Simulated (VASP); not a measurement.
Input of a VASP 6.6.1 run:

Contents of POSCAR:

```
SrO
1.0
    0.0000000000      2.5613268558      2.5613268558
    2.5613268558      0.0000000000      2.5613268558
    2.5613268558      2.5613268558      0.0000000000
Sr O
1 1
Direct
    0.0000000000      0.0000000000      0.0000000000
    0.5000000000      0.5000000000      0.5000000000
```

INCAR.step1

```
PREC = Accurate ; ENCUT = 520
EDIFF = 1E-5 ; ISMEAR = 0
SIGMA = 0.01 ; LREAL = False
LASPH = True ; NELM = 80
ALGO = Normal ; ISIF = 2
LWAVE = True ; NBANDS = 15
GGA = PE ; LUSENCCL = False
```

INCAR.step2

```
PREC = Accurate ; ENCUT = 520
EDIFF = 1E-6 ; ISMEAR = 0
SIGMA = 0.01 ; LREAL = False
LASPH = True ; NELM = 80
ALGO = Normal ; ISIF = 2
LWAVE = False ; LCHARG = True
GGA = PE ; LHFCALC = True
HFSCREEN = 0.2079 ; PRECFOCK = Normal
LELF = True ; LVHAR = True
NBANDS = 15 ; ISTART = 1
LUSENCCL = False
```

The input KPOINTS:

```
regular mesh
0
Gamma
  6 6 6
```

Potentials or basis: VASP PAW PBE potentials, release 64 (Sr_sv, O).

Run with:

```sh
$ cat potpaw_PBE.64/Sr_sv/POTCAR potpaw_PBE.64/O/POTCAR > POTCAR
$ cp INCAR.step1 INCAR
$ mpirun -np 1 vasp_std > vasp.out
$ cp INCAR.step2 INCAR
$ mpirun -np 1 vasp_std > vasp.out
```

Predict the pressure.

2.3 GPa.

Estimate the band gap on the k mesh.

4.74 eV, indirect (least direct gap 4.83 eV).

Caveat: the PAW data sets were made with another functional, which shifts forces and pressure a little. A k mesh can miss the band edges.
